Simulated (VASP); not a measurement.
# MgO (wurtzite type) in VASP: notebook

The runs below take MgO (wurtzite type) through density of states, with PBE.

All numbers are computed with VASP 6.6.1; they aren't measurements. Logs are shortened: lines on timing, memory, paths and dates and some standing lists are left out, and cuts for length are marked.

### 1 The cell of the first run

Symmetry: P6_3/mmc, No. 194, hexagonal system. The conventional cell has a = 2.941 Å, b = 2.941 Å, c = 3.577 Å, α = 90.00°, β = 90.00°, γ = 120.00°. Mg (site symmetry -6m2) has 5 O at 1.70 to 1.79 Å within 2.3 Å. Within 2.3 Å of O (site symmetry -6m2) lie 5 Mg at 1.70 to 1.79 Å.

### 2 Density of states, PBE (volume scaled by 0.55)

File POSCAR:

```
MgO
1.0
    2.9413773876      0.0000000000      0.0000000000
   -1.4706886938      2.5473075398      0.0000000000
    0.0000000000      0.0000000000      3.5772438700
Mg O
2 2
Direct
    0.3333333333      0.6666666667     -0.0620009968
    0.6666666667      0.3333333333      0.4379990032
    0.3333333333      0.6666666667      0.4380009968
    0.6666666667      0.3333333333      0.9380009968
```

File INCAR.step1:

```
PREC = Accurate
ENCUT = 520
EDIFF = 1E-6
ISMEAR = -1
SIGMA = 0.08
LREAL = False
LASPH = True
NELM = 60
ALGO = Normal
ISIF = 2
LWAVE = False
LCHARG = True
GGA = PE
NBANDS = 16
```

File KPOINTS.step1:

```
regular mesh
0
Gamma
  12 12 7
```

File INCAR.step2:

```
PREC = Accurate
ENCUT = 520
EDIFF = 1E-6
ISMEAR = -5
SIGMA = 0.08
LREAL = False
LASPH = True
NELM = 60
ALGO = Normal
ISIF = 2
LWAVE = False
LCHARG = False
GGA = PE
LORBIT = 11
NEDOS = 2001
ICHARG = 11
```

File KPOINTS.step2:

```
regular mesh
0
Gamma
  18 18 11
```

Potentials or basis: VASP PAW PBE potentials, release 64 (Mg, O).

Launch:

```
> cat potpaw_PBE.64/Mg/POTCAR potpaw_PBE.64/O/POTCAR > POTCAR
> cp INCAR.step1 INCAR
> cp KPOINTS.step1 KPOINTS
> mpirun -np 1 vasp_std > vasp.out
> cp INCAR.step2 INCAR
> cp KPOINTS.step2 KPOINTS
> mpirun -np 1 vasp_std > vasp.out
```

OUTCAR:

```text
PREC = Accurate
   ENCUT = 520
   EDIFF = 1E-6
   ISMEAR = -5
   LREAL = False
   LASPH = True
   NELM = 60
   ISIF = 2
   GGA = PE
   LORBIT = 11
   ICHARG = 11

 ion  position               nearest neighbor table
   1  0.333  0.667  0.938-   4 1.70   4 1.70   4 1.70   3 1.79   3 1.79   2 2.47   2 2.47   2 2.47
                             2 2.47   2 2.47   2 2.47
   2  0.667  0.333  0.438-   3 1.70   3 1.70   3 1.70   4 1.79   4 1.79   1 2.47   1 2.47   1 2.47
                             1 2.47   1 2.47   1 2.47
   3  0.333  0.667  0.438-   2 1.70   2 1.70   2 1.70   1 1.79   1 1.79
   4  0.667  0.333  0.938-   1 1.70   1 1.70   1 1.70   2 1.79   2 1.79

  LATTYP: Found a hexagonal cell.
 ALAT       =     2.9413773876
 C/A-ratio  =     1.2161798364

  Lattice vectors:

 A1 = (   2.9413773876,   0.0000000000,   0.0000000000)
 A2 = (  -1.4706886938,   2.5473075398,   0.0000000000)
 A3 = (   0.0000000000,   0.0000000000,   3.5772438700)

Analysis of symmetry for initial positions (statically):
=====================================================================
 Subroutine PRICEL returns:
 Original cell was already a primitive cell.

 Routine SETGRP: Setting up the symmetry group for a
 hexagonal supercell.

 Subroutine GETGRP returns: Found 24 space group operations
 (whereof  6 operations were pure point group operations)
 out of a pool of 24 trial point group operations.

The static configuration has the point symmetry C_3v.
 The point group associated with its full space group is D_6h.

Analysis of symmetry for dynamics (positions and initial velocities):
=====================================================================
 Subroutine PRICEL returns:
 Original cell was already a primitive cell.

 Routine SETGRP: Setting up the symmetry group for a
 hexagonal supercell.

 Subroutine GETGRP returns: Found 24 space group operations
 (whereof  6 operations were pure point group operations)
 out of a pool of 24 trial point group operations.

The dynamic configuration has the point symmetry C_3v.
 The point group associated with its full space group is D_6h.

 Subroutine INISYM returns: Found 24 space group operations
 (whereof  6 operations are pure point group operations),
 and found     1 'primitive' translations

----------------------------------------------------------------------------------------

                                     Primitive cell

  volume of cell :      26.8028

  direct lattice vectors                    reciprocal lattice vectors
     2.941377388  0.000000000  0.000000000     0.339976776  0.196285683  0.000000000
    -1.470688694  2.547307540  0.000000000     0.000000000  0.392571366  0.000000000
     0.000000000  0.000000000  3.577243870     0.000000000  0.000000000  0.279544822

  length of vectors
     2.941377388  2.941377388  3.577243870     0.392571366  0.392571366  0.279544822

  position of ions in fractional coordinates (direct lattice)
     0.333333333  0.666666667  0.937999003
     0.666666667  0.333333333  0.437999003
     0.333333333  0.666666667  0.438000997
     0.666666667  0.333333333  0.938000997

  ion indices of the primitive-cell ions
   primitive index   ion index
                 1           1
                 2           2
                 3           3
                 4           4

----------------------------------------------------------------------------------------

 KPOINTS: regular mesh

Automatic generation of k-mesh.
 Grid dimensions read from file:
 generate k-points for:   18   18   11

 Generating k-lattice:

  Cartesian coordinates                     Fractional coordinates (reciprocal lattice)
     0.018887599  0.010904760  0.000000000     0.055555556 -0.000000000  0.000000000
     0.000000000  0.021809520  0.000000000     0.000000000  0.055555556  0.000000000
     0.000000000  0.000000000  0.025413166     0.000000000  0.000000000  0.090909091

  Length of vectors
     0.021809520  0.021809520  0.025413166

  Shift w.r.t. Gamma in fractional coordinates (k-lattice)
     0.000000000  0.000000000  0.000000000

 TETIRR: Found   3464 inequivalent tetrahedra from    21384

 Subroutine IBZKPT returns following result:
 ===========================================

 Found    222 irreducible k-points:

 Following reciprocal coordinates:
            Coordinates               Weight
  0.000000  0.000000  0.000000      1.000000
  0.055556  0.000000  0.000000      6.000000
  0.111111  0.000000  0.000000      6.000000
  0.166667  0.000000  0.000000      6.000000
  0.222222  0.000000  0.000000      6.000000
  0.277778  0.000000  0.000000      6.000000
[... 16 lines left out ...]
  0.333333  0.111111  0.000000     12.000000
  0.388889  0.111111  0.000000     12.000000
 [... further k-points ...]
   k-points           NKPTS =    222   k-points in BZ     NKDIM =    222   number of bands    NBANDS=     12
   number of dos      NEDOS =   2001   number of ions     NIONS =      4
   total plane-waves  NPLWV =  16128
   dimension x,y,z NGX =    24 NGY =   24 NGZ =   28
   dimension x,y,z NGXF=    48 NGYF=   48 NGZF=   56
   ions per type =               2   2
   NGX,Y,Z   is equivalent  to a cutoff of  13.56, 13.56, 13.01 a.u.
   NGXF,Y,Z  is equivalent  to a cutoff of  27.13, 27.13, 26.02 a.u.
 SYSTEM =  unknown system
   PREC   = accura    normal or accurate (medium, high low for compatibility)
   ISTART =      0    job   : 0-new  1-cont  2-samecut
   ICHARG =     11    charge: 1-file 2-atom 10-const
   ISPIN  =      1    spin polarized calculation?
   LNONCOLLINEAR =      F non collinear calculations
   LSORBIT =      F    spin-orbit coupling
   LASPH  =      T    aspherical Exc in radial PAW
   ENCUT  =  520.0 eV  38.22 Ry    6.18 a.u.   5.47  5.47  6.65*2*pi/ulx,y,z
   NELM   =     60;   NELMIN=  2; NELMDL=  0     # of ELM steps
   EDIFF  = 0.1E-05   stopping-criterion for ELM
   LREAL  =      F    real-space projection
   EDIFFG = 0.1E-04   stopping-criterion for IOM
   NSW    =      0    number of steps for IOM
   IBRION =     -1    ionic relax: 0-MD 1-quasi-New 2-CG
   NFREE  =      0    steps in history (QN), initial steepest desc. (CG)
   ISIF   =      2    stress and relaxation
   ISYM   =      2    0-nonsym 1-usesym 2-fastsym
   POTIM  = 0.5000    time-step for ionic-motion
   TEBEG  =    0.0;   TEEND  =   0.0 temperature during run
   PSTRESS=    0.0 pullay stress
   NELECT =      16.0000    total number of electrons
   NUPDOWN=      -1.0000    fix difference up-down
   EMIN   =  10.00;   EMAX   =-10.00  energy-range for DOS
   EFERMI =   0.00;   METHOD = LEGACY
   ISMEAR =    -5;   SIGMA  =   0.08  broadening in eV -4-tet -1-fermi 0-gaus
   EFERMI_NEDOS =   21; number of points for ismear=-14 and -15
   IALGO  =     38    algorithm
   IMIX   =      4    mixing-type and parameters
     AMIX     =   0.40;   BMIX     =  1.00
     AMIX_MAG =   1.60;   BMIX_MAG =  1.00
  volume/ion in A,a.u.               =       6.70        45.22
  Fermi-wavevector in a.u.,A,eV,Ry     =   1.378440  2.604874 25.852395  1.900097
  Thomas-Fermi vector in A             =   2.503502
   LORBIT       =     11    0 simple, 1 ext, 2 COOP (PROOUT), +10 PAW based schemes
   GGA     = PE    functional components
   LHFCALC =     F    Hartree Fock is set to
   AEXX    =    0.0000 exact exchange contribution
   IVDW    =     0    specifies the selected vdW correction
   LEPSILON=     F    determine dielectric tensor
   LRPA    =     F    only Hartree local field effects (RPA)
 non-spin polarized calculation
 Fermi weights with tetrahedron method with Bloechl corrections
  energy-cutoff  :      520.00
  volume of cell :       26.80
 maximum number of plane-waves:       749
 NGX is ok and might be reduce to    24

 number of electron      15.9999993 magnetization

 Free energy of the ion-electron system (eV)
  ---------------------------------------------------
  ext. energy  EPLUGINS =         0.00000000
  ---------------------------------------------------
  free energy    TOTEN  =       -16.43247292 eV

  energy without entropy =      -16.43247292  energy(sigma->0) =      -16.43247292

 E-fermi :   6.3981     XC(G=0): -12.5171

 val. band max:        6.3908082691   @ k =   0.0000   0.0000   0.0000
 cond. band min:      12.5829085626   @ k =   0.0000   0.0000   0.0000
 fundamental gap:      6.1921002935
 Fermi energy:         6.3981158247

 k-point     1 :       0.0000    0.0000    0.0000
  band No.  band energies     occupation
      1     -13.4591      2.00000
      2     -10.4595      2.00000
      3       0.6060      2.00000
      4       3.4749      2.00000
      5       3.4749      2.00000
      6       4.6009      2.00000
      7       4.6010      2.00000
      8       6.3908      2.00000
      9      12.5829      0.00000
     10      20.3327      0.00000
     11      22.8251      0.00000
     12      22.9449      0.00000

 k-point     2 :       0.0556    0.0000    0.0000
  band No.  band energies     occupation
      1     -13.4236      2.00000
      2     -10.4590      2.00000
      3       0.6409      2.00000
      4       3.3983      2.00000
      5       3.4344      2.00000
      6       4.5062      2.00000
      7       4.6446      2.00000
      8       6.3446      2.00000
      9      12.7380      0.00000
     10      20.4354      0.00000
     11      22.6094      0.00000
     12      22.8167      0.00000

 k-point     3 :       0.1111    0.0000    0.0000
  band No.  band energies     occupation
      1     -13.3190      2.00000
      2     -10.4594      2.00000
      3       0.7447      2.00000
      4       3.1587      2.00000
      5       3.3319      2.00000
      6       4.2813      2.00000
      7       4.7561      2.00000
      8       6.2083      2.00000
      9      13.1484      0.00000
     10      20.7192      0.00000
     11      21.9136      0.00000
     12      22.4865      0.00000
[... 286 lines left out ...]
 k-point    23 :       0.3333    0.1111    0.0000
  band No.  band energies     occupation
      1     -12.0445      2.00000
      2     -10.7375      2.00000
      3       0.8568      2.00000
      4       2.1944      2.00000
      5       2.6796      2.00000
      6       3.5834      2.00000
      7       4.4998      2.00000
      8       5.2366      2.00000
      9      14.9038      0.00000
     10      17.0748      0.00000
     11      21.5226      0.00000
     12      22.2045      0.00000

 k-point    24 :       0.3889    0.1111    0.0000
  band No.  band energies     occupation
      1     -11.8271      2.00000
      2     -10.8495      2.00000
      3       0.6327      2.00000
      4       2.4976      2.00000
      5       2.7125      2.00000
      6       3.4695      2.00000
      7       4.1734      2.00000
      8       5.2791      2.00000
      9      14.8939      0.00000
     10      16.7391      0.00000
     11      21.5574      0.00000
     12      22.0400      0.00000

 [... further k-points ...]

------------------------ aborting loop because EDIFF is reached ----------------------------------------

  FORCE on cell =-STRESS in cart. coord.  units (eV):
  Direction    XX          YY          ZZ          XY          YZ          ZX
  --------------------------------------------------------------------------------------
  -------------------------------------------------------------------------------------
  Total       32.9993591     32.9993591     32.7159642      0.0000000      0.0000000      0.0000000
  in kB     1972.5835575   1972.5835576   1955.6432259      0.0000000      0.0000000      0.0000000
  external PRESSURE =    1966.9367803 kB  Pullay stress =       0.0000000 kB

 VOLUME and BASIS-vectors are now :
 -----------------------------------------------------------------------------
  energy-cutoff  :      520.00
  volume of cell :       26.80
      direct lattice vectors                 reciprocal lattice vectors
     2.941377388  0.000000000  0.000000000     0.339976776  0.196285683  0.000000000
    -1.470688694  2.547307540  0.000000000     0.000000000  0.392571366  0.000000000
     0.000000000  0.000000000  3.577243870     0.000000000  0.000000000  0.279544822

 POSITION                                       TOTAL-FORCE (eV/Angst)
 -----------------------------------------------------------------------------------
     -0.00000      1.69821      3.35545        -0.000000      0.000000      0.000000
      1.47069      0.84910      1.56683        -0.000000      0.000000      0.000000
     -0.00000      1.69821      1.56684         0.000000     -0.000000      0.000000
      1.47069      0.84910      3.35546         0.000000      0.000000     -0.000000
 -----------------------------------------------------------------------------------
    total drift:                               -0.000000      0.000000     -0.017118

  FREE ENERGIE OF THE ION-ELECTRON SYSTEM (eV)
  ---------------------------------------------------
  free  energy   TOTEN  =       -16.4324729172 eV

  energy  without entropy=      -16.4324729172  energy(sigma->0) =      -16.43247292

 total charge

# of ion       s       p       d       tot
------------------------------------------
    1        0.276   0.448   0.274   0.998
    2        0.276   0.448   0.274   0.998
    3        1.589   3.885   0.000   5.474
    4        1.589   3.885   0.000   5.474
--------------------------------------------------
tot          3.730   8.666   0.548  12.944
```

Run time: 51 s. Hardware: 1 thread of Intel Xeon Platinum 8259CL at 2.50GHz (Skylake/Cascade Lake), shared host; peak memory 0.19 GiB.

What came out:

| Item | Value |
| --- | --- |
| Valence electrons inside the program's atomic spheres | Mg 1.00; O 5.47 |

Levels at points of the mesh, in eV from the valence-band top:
```csv
k point,band 6,band 7,band 8,band 9,band 10,band 11
"(0.00, 0.00, 0.00)",-1.79,-1.79,0.00,6.19,13.94,16.43
"(0.50, 0.00, 0.00)",-2.99,-2.29,-0.93,8.46,10.92,14.59
```

### 3 Density of states, PBE (volume scaled by 0.72)

File POSCAR:

```
MgO
1.0
    3.2217450073      0.0000000000      0.0000000000
   -1.6108725036      2.7901130208      0.0000000000
    0.0000000000      0.0000000000      3.9033502767
Mg O
2 2
Direct
    0.3333333333      0.6666666667     -0.0619758725
    0.6666666667      0.3333333333      0.4380241275
    0.3333333333      0.6666666667      0.4379758725
    0.6666666667      0.3333333333      0.9379758725
```

File INCAR.step1:

```
PREC = Accurate
ENCUT = 520
EDIFF = 1E-7
ISMEAR = -1
SIGMA = 0.08
LREAL = F
LASPH = T
NELM = 60
ALGO = Normal
ISIF = 2
LWAVE = F
LCHARG = T
GGA = PE
NBANDS = 16
```

File KPOINTS.step1:

```
Automatic mesh
0
Gamma
  12 12 7
```

File INCAR.step2:

```
PREC = Accurate
ENCUT = 520
EDIFF = 1E-7
ISMEAR = -5
SIGMA = 0.08
LREAL = F
LASPH = T
NELM = 60
ALGO = Normal
ISIF = 2
LWAVE = F
LCHARG = F
GGA = PE
LORBIT = 10
NEDOS = 2001
ICHARG = 11
```

File KPOINTS.step2:

```
Automatic mesh
0
Gamma
  18 18 11
```

Potentials or basis: VASP PAW PBE potentials, release 64 (Mg, O).

Launch:

```
> cat potpaw_PBE.64/Mg/POTCAR potpaw_PBE.64/O/POTCAR > POTCAR
> cp INCAR.step1 INCAR
> cp KPOINTS.step1 KPOINTS
> mpirun -np 1 vasp_std > vasp.out
> cp INCAR.step2 INCAR
> cp KPOINTS.step2 KPOINTS
> mpirun -np 1 vasp_std > vasp.out
```

Wall time 71 s (1 thread of Intel Xeon Platinum 8259CL at 2.50GHz (Skylake/Cascade Lake), shared host); peak memory 0.21 GiB.

Results (log left out):

```yaml
Valence_electrons_inside_the_program's_atomic_spheres: Mg 0.62; O 5.25
```

Levels at points of the mesh, in eV from the valence-band top:
```tsv
k point	band 6	band 7	band 8	band 9	band 10	band 11
(0.00, 0.00, 0.00)	-1.18	-1.18	0.00	4.65	11.39	14.05
(0.50, 0.00, 0.00)	-2.40	-1.70	-0.71	7.68	10.39	11.56
```
